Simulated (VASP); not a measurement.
# TeW (Pnma) in VASP: single point with r2SCAN+U

Aim: the single point of TeW with r2SCAN+U.

Program: VASP 6.6.1. These are calculated values, not measurements. Logs are shortened: lines on timing, memory, paths and dates and some standing lists are left out, and cuts for length are marked.

## (1) The cell of the first run

It takes space group Pnma (No. 62, orthorhombic). The conventional cell has a = 5.963 Å, b = 3.795 Å, c = 6.413 Å, α = 90.00°, β = 90.00°, γ = 90.00°. Within 3.1 Å of W (site symmetry m) lie 6 Te at 2.33 to 2.81 Å and 4 W at 3.08 Å. Te (site symmetry m) has 6 W at 2.33 to 2.81 Å within 3.1 Å.

## (2) Single point, r2SCAN+U

The input, POSCAR:

```
TeW
1.0
    6.4132970000      0.0000000000      0.0000000000
    0.0000000000      5.9632410000      0.0000000000
    0.0000000000      0.0000000000      3.7947900000
W Te
4 4
Direct
    0.1890000000      0.0020000000      0.2500000000
    0.8110000000      0.9980000000      0.7500000000
    0.6890000000      0.4980000000      0.7500000000
    0.3110000000      0.5020000000      0.2500000000
    0.5720000000      0.2310000000      0.2500000000
    0.4280000000      0.7690000000      0.7500000000
    0.0720000000      0.2690000000      0.7500000000
    0.9280000000      0.7310000000      0.2500000000
```

The input, INCAR.step1:

```
SYSTEM = TeW
PREC     = Accurate       ! precision mode
ENCUT    = 520            ! plane-wave cutoff, eV
ISMEAR   = -1             ! smearing method
SIGMA    = 0.0647         ! smearing width, eV
LREAL    = .FALSE.        ! projectors in reciprocal space
LASPH    = .TRUE.         ! aspherical terms in the spheres
NELM     = 150            ! most SCF steps
LMAXMIX  = 4              ! l up to which the mixer works
LDAU     = .TRUE.         ! DFT+U
LDAUTYPE = 2            
LDAUL    = 2 -1           ! shell
LDAUU    = 3.16 0         ! U, eV
LDAUJ    = 0 0          
NBANDS   = 50             ! bands
GGA      = PE             ! functional
ALGO     = Normal         ! electronic algorithm
EDIFF    = 1E-4           ! SCF threshold, eV
LWAVE    = .TRUE.         ! write WAVECAR
LCHARG   = .FALSE.        ! write CHGCAR
KPAR     = 4
```

The input, INCAR.step2:

```
SYSTEM = TeW
PREC     = Accurate       ! precision mode
ENCUT    = 520            ! plane-wave cutoff, eV
EDIFF    = 1E-6           ! SCF threshold, eV
ISMEAR   = -1             ! smearing method
SIGMA    = 0.0647         ! smearing width, eV
LREAL    = .FALSE.        ! projectors in reciprocal space
LASPH    = .TRUE.         ! aspherical terms in the spheres
NELM     = 150            ! most SCF steps
ALGO     = Normal         ! electronic algorithm
ISIF     = 2              ! what is computed and relaxed
LWAVE    = .FALSE.        ! write WAVECAR
LCHARG   = .TRUE.         ! write CHGCAR
LMAXMIX  = 4              ! l up to which the mixer works
LDAU     = .TRUE.         ! DFT+U
LDAUTYPE = 2            
LDAUL    = 2 -1           ! shell
LDAUU    = 3.16 0         ! U, eV
LDAUJ    = 0 0          
LDAUPRINT= 1            
METAGGA  = R2SCAN         ! meta-GGA
LMIXTAU  = .TRUE.       
LVHAR    = .TRUE.       
NBANDS   = 50             ! bands
ISTART   = 1            
KPAR     = 4
```

The input, KPOINTS:

```
Automatic mesh
0
G
  5 6 9
  0 0 0
```

Potentials or basis: VASP PAW PBE potentials, release 64 (W_sv, Te).

Run with:

```sh
$ cat potpaw_PBE.64/W_sv/POTCAR potpaw_PBE.64/Te/POTCAR > POTCAR
$ cp INCAR.step1 INCAR
$ mpirun -np 4 vasp_std > vasp.out
$ cp INCAR.step2 INCAR
$ mpirun -np 4 vasp_std > vasp.out
```

OUTCAR:

```text
SYSTEM = TeW
   PREC = Accurate
   ENCUT = 520
   EDIFF = 1E-6
   ISMEAR = -1
   LREAL = .FALSE.
   LASPH = .TRUE.
   NELM = 150
   ISIF = 2
   METAGGA = R2SCAN
   ISTART = 1

 ion  position               nearest neighbor table
   1  0.189  0.002  0.250-   8 2.33   7 2.59   7 2.59   6 2.81   6 2.81   5 2.81   2 3.08   2 3.08
                             4 3.08   4 3.08
   2  0.811  0.998  0.750-   7 2.33   8 2.59   8 2.59   5 2.81   5 2.81   6 2.81   1 3.08   1 3.08
                             3 3.08   3 3.08
   3  0.689  0.498  0.750-   6 2.33   5 2.59   5 2.59   8 2.81   8 2.81   7 2.81   4 3.08   4 3.08
                             2 3.08   2 3.08
   4  0.311  0.502  0.250-   5 2.33   6 2.59   6 2.59   7 2.81   7 2.81   8 2.81   3 3.08   3 3.08
                             1 3.08   1 3.08
   5  0.572  0.231  0.250-   4 2.33   3 2.59   3 2.59   2 2.81   2 2.81   1 2.81   6 3.47   6 3.47

   6  0.428  0.769  0.750-   3 2.33   4 2.59   4 2.59   1 2.81   1 2.81   2 2.81   5 3.47   5 3.47

   7  0.072  0.269  0.750-   2 2.33   1 2.59   1 2.59   4 2.81   4 2.81   3 2.81   8 3.47   8 3.47

   8  0.928  0.731  0.250-   1 2.33   2 2.59   2 2.59   3 2.81   3 2.81   4 2.81   7 3.47   7 3.47

  LATTYP: Found a simple orthorhombic cell.
 ALAT       =     3.7947900000
 B/A-ratio  =     1.5714284585
 C/A-ratio  =     1.6900268526

  Lattice vectors:

 A1 = (   0.0000000000,   0.0000000000,  -3.7947900000)
 A2 = (   0.0000000000,   5.9632410000,   0.0000000000)
 A3 = (   6.4132970000,   0.0000000000,   0.0000000000)

Analysis of symmetry for initial positions (statically):
=====================================================================
 Subroutine PRICEL returns:
 Original cell was already a primitive cell.

 Routine SETGRP: Setting up the symmetry group for a
 simple orthorhombic supercell.

 Subroutine GETGRP returns: Found  8 space group operations
 (whereof  2 operations were pure point group operations)
 out of a pool of  8 trial point group operations.

The static configuration has the point symmetry S_2 .
 The point group associated with its full space group is D_2h.

Analysis of symmetry for dynamics (positions and initial velocities):
=====================================================================
 Subroutine PRICEL returns:
 Original cell was already a primitive cell.

 Routine SETGRP: Setting up the symmetry group for a
 simple orthorhombic supercell.

 Subroutine GETGRP returns: Found  8 space group operations
 (whereof  2 operations were pure point group operations)
 out of a pool of  8 trial point group operations.

The dynamic configuration has the point symmetry S_2 .
 The point group associated with its full space group is D_2h.

 Subroutine INISYM returns: Found  8 space group operations
 (whereof  2 operations are pure point group operations),
 and found     1 'primitive' translations

----------------------------------------------------------------------------------------

                                     Primitive cell

  volume of cell :     145.1281

  direct lattice vectors                    reciprocal lattice vectors
     6.413297000  0.000000000  0.000000000     0.155926039  0.000000000  0.000000000
     0.000000000  5.963241000  0.000000000     0.000000000  0.167694044  0.000000000
     0.000000000  0.000000000  3.794790000     0.000000000  0.000000000  0.263519193

  length of vectors
     6.413297000  5.963241000  3.794790000     0.155926039  0.167694044  0.263519193

  position of ions in fractional coordinates (direct lattice)
     0.189000000  0.002000000  0.250000000
     0.811000000  0.998000000  0.750000000
     0.689000000  0.498000000  0.750000000
     0.311000000  0.502000000  0.250000000
     0.572000000  0.231000000  0.250000000
     0.428000000  0.769000000  0.750000000
     0.072000000  0.269000000  0.750000000
[... 44 lines left out ...]
  0.000000  0.166667  0.000000      2.000000
  0.200000  0.166667  0.000000      4.000000
  0.400000  0.166667  0.000000      4.000000
[... 16 lines left out ...]
  0.200000  0.500000  0.111111      4.000000
  0.400000  0.500000  0.111111      4.000000
 [... further k-points ...]
   k-points           NKPTS =     60   k-points in BZ     NKDIM =     60   number of bands    NBANDS=     50
   number of dos      NEDOS =    301   number of ions     NIONS =      8
   total plane-waves  NPLWV =  64512
   dimension x,y,z NGX =    48 NGY =   48 NGZ =   28
   dimension x,y,z NGXF=    96 NGYF=   96 NGZF=   56
   ions per type =               4   4
   NGX,Y,Z   is equivalent  to a cutoff of  12.44, 13.38, 12.27 a.u.
   NGXF,Y,Z  is equivalent  to a cutoff of  24.89, 26.76, 24.53 a.u.
 SYSTEM =  TeW
   PREC   = accura    normal or accurate (medium, high low for compatibility)
   ISTART =      1    job   : 0-new  1-cont  2-samecut
   ICHARG =      0    charge: 1-file 2-atom 10-const
   ISPIN  =      1    spin polarized calculation?
   LNONCOLLINEAR =      F non collinear calculations
   LSORBIT =      F    spin-orbit coupling
   LASPH  =      T    aspherical Exc in radial PAW
   ENCUT  =  520.0 eV  38.22 Ry    6.18 a.u.  11.92 11.09  7.06*2*pi/ulx,y,z
   NELM   =    150;   NELMIN=  2; NELMDL=  0     # of ELM steps
   EDIFF  = 0.1E-05   stopping-criterion for ELM
   LREAL  =      F    real-space projection
   EDIFFG = 0.1E-04   stopping-criterion for IOM
   NSW    =      0    number of steps for IOM
   IBRION =     -1    ionic relax: 0-MD 1-quasi-New 2-CG
   NFREE  =      0    steps in history (QN), initial steepest desc. (CG)
   ISIF   =      2    stress and relaxation
   ISYM   =      2    0-nonsym 1-usesym 2-fastsym
   POTIM  = 0.5000    time-step for ionic-motion
   TEBEG  =    0.0;   TEEND  =   0.0 temperature during run
   PSTRESS=    0.0 pullay stress
   NELECT =      80.0000    total number of electrons
   NUPDOWN=      -1.0000    fix difference up-down
   EMIN   =  10.00;   EMAX   =-10.00  energy-range for DOS
   EFERMI =   0.00;   METHOD = LEGACY
   ISMEAR =    -1;   SIGMA  =   0.06  broadening in eV -4-tet -1-fermi 0-gaus
   EFERMI_NEDOS =   21; number of points for ismear=-14 and -15
   IALGO  =     38    algorithm
   IMIX   =      4    mixing-type and parameters
     AMIX     =   0.40;   BMIX     =  1.00
     AMIX_MAG =   1.60;   BMIX_MAG =  1.00
  volume/ion in A,a.u.               =      18.14       122.42
  Fermi-wavevector in a.u.,A,eV,Ry     =   1.342315  2.536607 24.515096  1.801809
  Thomas-Fermi vector in A             =   2.470478
   LORBIT       =      0    0 simple, 1 ext, 2 COOP (PROOUT), +10 PAW based schemes
 LDA+U is selected, type is set to LDAUTYPE =  2
   angular momentum for each species LDAUL =     2   -1
   U (eV)           for each species LDAUU =   3.2  0.0
   J (eV)           for each species LDAUJ =   0.0  0.0
   METAGGA = R2SCAN    functional components
   LHFCALC =     F    Hartree Fock is set to
   AEXX    =    0.0000 exact exchange contribution
   IVDW    =     0    specifies the selected vdW correction
   LEPSILON=     F    determine dielectric tensor
   LRPA    =     F    only Hartree local field effects (RPA)
 non-spin polarized calculation
  energy-cutoff  :      520.00
  volume of cell :      145.13
 maximum number of plane-waves:      3928
 NGX is ok and might be reduce to    48
   NGX = 23   NGY = 23   NGZ = 15

atom =   1  type =  1  l = 2

 onsite density matrix

spin component  1
[... 116 lines left out ...]
  o =  0.2734  v = -0.0000 -0.5092  0.0000 -0.8606  0.0000  0.0000  0.0000  0.0000  0.0000  0.0000      0.0000  0.0000  0.0000  0.0000  0.0000  0.0000  0.0000  0.0000  0.0000  0.0000
  o =  0.2734  v =  0.0000  0.0000  0.0000  0.0000  0.0000 -0.0000 -0.5092  0.0000 -0.8606  0.0000      0.0000  0.0000  0.0000  0.0000  0.0000  0.0000  0.0000  0.0000  0.0000  0.0000
  o =  0.3491  v =  0.0000  0.0000  0.0000  0.0000  0.0000  0.4894  0.0000 -0.3459 -0.0000 -0.8005      0.0000  0.0000  0.0000  0.0000  0.0000  0.0000  0.0000  0.0000  0.0000  0.0000
  o =  0.3491  v =  0.4894  0.0000 -0.3459 -0.0000 -0.8005  0.0000  0.0000  0.0000  0.0000  0.0000      0.0000  0.0000  0.0000  0.0000  0.0000  0.0000  0.0000  0.0000  0.0000  0.0000
  o =  0.4015  v = -0.0000  0.8606 -0.0000 -0.5092 -0.0000  0.0000  0.0000  0.0000  0.0000  0.0000      0.0000  0.0000  0.0000  0.0000  0.0000  0.0000  0.0000  0.0000  0.0000  0.0000
  o =  0.4015  v =  0.0000  0.0000  0.0000  0.0000  0.0000 -0.0000  0.8606 -0.0000 -0.5092 -0.0000      0.0000  0.0000  0.0000  0.0000  0.0000  0.0000  0.0000  0.0000  0.0000  0.0000
  o =  0.4024  v =  0.8719  0.0000  0.2100 -0.0000  0.4423  0.0000  0.0000  0.0000  0.0000  0.0000      0.0000  0.0000  0.0000  0.0000  0.0000  0.0000  0.0000  0.0000  0.0000  0.0000
  o =  0.4024  v =  0.0000  0.0000  0.0000  0.0000  0.0000  0.8719  0.0000  0.2100 -0.0000  0.4423      0.0000  0.0000  0.0000  0.0000  0.0000  0.0000  0.0000  0.0000  0.0000  0.0000
  o =  0.4747  v =  0.0151  0.0000 -0.9145 -0.0000  0.4044  0.0000  0.0000  0.0000  0.0000  0.0000      0.0000  0.0000  0.0000  0.0000  0.0000  0.0000  0.0000  0.0000  0.0000  0.0000
  o =  0.4747  v =  0.0000  0.0000  0.0000  0.0000  0.0000  0.0151  0.0000 -0.9145 -0.0000  0.4044      0.0000  0.0000  0.0000  0.0000  0.0000  0.0000  0.0000  0.0000  0.0000  0.0000

 number of electron      79.9999999 magnetization

 Free energy of the ion-electron system (eV)
  ---------------------------------------------------
  ext. energy  EPLUGINS =         0.00000000
  ---------------------------------------------------
  free energy    TOTEN  =      -281.30101718 eV

  energy without entropy =     -281.20529665  energy(sigma->0) =     -281.25315691

 E-fermi :  12.8722     XC(G=0): -13.1905

 val. band max:       12.8666606387   @ k =   0.4000   0.1667   0.1111
 cond. band min:      12.8790157189   @ k =   0.4000   0.1667   0.3333
 fundamental gap:      0.0123550802
 Fermi energy:        12.8722232624

 k-point     1 :       0.0000    0.0000    0.0000
  band No.  band energies     occupation
      1     -63.4190      2.00000
      2     -63.4031      2.00000
      3     -63.4012      2.00000
      4     -63.3852      2.00000
      5     -27.5170      2.00000
      6     -27.4502      2.00000
[... 1261 lines left out ...]
     49      16.6020      0.00000
     50      16.6020      0.00000

 [... further k-points ...]

------------------------ aborting loop because EDIFF is reached ----------------------------------------

  FORCE on cell =-STRESS in cart. coord.  units (eV):
  Direction    XX          YY          ZZ          XY          YZ          ZX
  --------------------------------------------------------------------------------------
  -------------------------------------------------------------------------------------
  Total       43.7336574     43.0937642     26.9623885      0.0000000     -0.0000000      0.0000000
  in kB      482.8085134    475.7442549    297.6579472      0.0000000     -0.0000000      0.0000000
  external PRESSURE =     418.7369052 kB  Pullay stress =       0.0000000 kB

 VOLUME and BASIS-vectors are now :
 -----------------------------------------------------------------------------
  energy-cutoff  :      520.00
  volume of cell :      145.13
      direct lattice vectors                 reciprocal lattice vectors
     6.413297000  0.000000000  0.000000000     0.155926039  0.000000000  0.000000000
     0.000000000  5.963241000  0.000000000     0.000000000  0.167694044  0.000000000
     0.000000000  0.000000000  3.794790000     0.000000000  0.000000000  0.263519193

 POSITION                                       TOTAL-FORCE (eV/Angst)
 -----------------------------------------------------------------------------------
      1.21211      0.01193      0.94870         3.845436      2.717143     -0.000000
      5.20118      5.95131      2.84609        -3.845436     -2.717143     -0.000000
      4.41876      2.96969      2.84609         3.845436     -2.717143     -0.000000
      1.99454      2.99355      0.94870        -3.845436      2.717143      0.000000
      3.66841      1.37751      0.94870         3.857084     -5.738708      0.000000
      2.74489      4.58573      2.84609        -3.857084      5.738708     -0.000000
      0.46176      1.60411      2.84609         3.857084      5.738708     -0.000000
      5.95154      4.35913      0.94870        -3.857084     -5.738708      0.000000
 -----------------------------------------------------------------------------------
    total drift:                                0.000000     -0.000000     -0.000000

  FREE ENERGIE OF THE ION-ELECTRON SYSTEM (eV)
  ---------------------------------------------------
  free  energy   TOTEN  =      -281.3010171773 eV

  energy  without entropy=     -281.2052966466  energy(sigma->0) =     -281.25315691
```

Run time: 10 min. Hardware: 4 MPI ranks of Oxide Virtual Turin-like, shared host; peak memory 0.46 GiB.

What came out:

| Item | Value |
| --- | --- |
| Free energy | -281.3010 eV |
| Pressure | 41.9 GPa |
| Largest force | 6.914 eV/Å |
| Band gap on the k mesh | zero (bands 40 and 41 overlap by 0.66 eV) |

Forces on the atoms (eV/Å):
```
W    3.845  2.717  0.000
W   -3.845 -2.717  0.000
W    3.845 -2.717  0.000
W   -3.845  2.717  0.000
Te   3.857 -5.739  0.000
Te  -3.857  5.739  0.000
Te   3.857  5.739  0.000
Te  -3.857 -5.739  0.000
```

Stress tensor (GPa, compression positive):
```
48.28  0.00  0.00
 0.00 47.57  0.00
 0.00  0.00 29.77
```

Eigenvalues of the final occupation matrices:
```tsv
site	spin	trace	eigenvalues
site 1 d	1	1.90	0.27 0.35 0.40 0.40 0.47
site 1 d	2	1.90	0.27 0.35 0.40 0.40 0.47
site 2 d	1	1.90	0.27 0.35 0.40 0.40 0.47
site 2 d	2	1.90	0.27 0.35 0.40 0.40 0.47
site 3 d	1	1.90	0.27 0.35 0.40 0.40 0.47
site 3 d	2	1.90	0.27 0.35 0.40 0.40 0.47
site 4 d	1	1.90	0.27 0.35 0.40 0.40 0.47
site 4 d	2	1.90	0.27 0.35 0.40 0.40 0.47
```

Caveat: the stress differs along the axes, from 30 to 48 GPa; the PAW data sets were made with another functional, which shifts forces and pressure a little; spin-orbit coupling is left out, which moves the levels of the heavy elements; U without spin polarisation on a metal has little footing; the U is typed as a test and isn't derived for this compound.
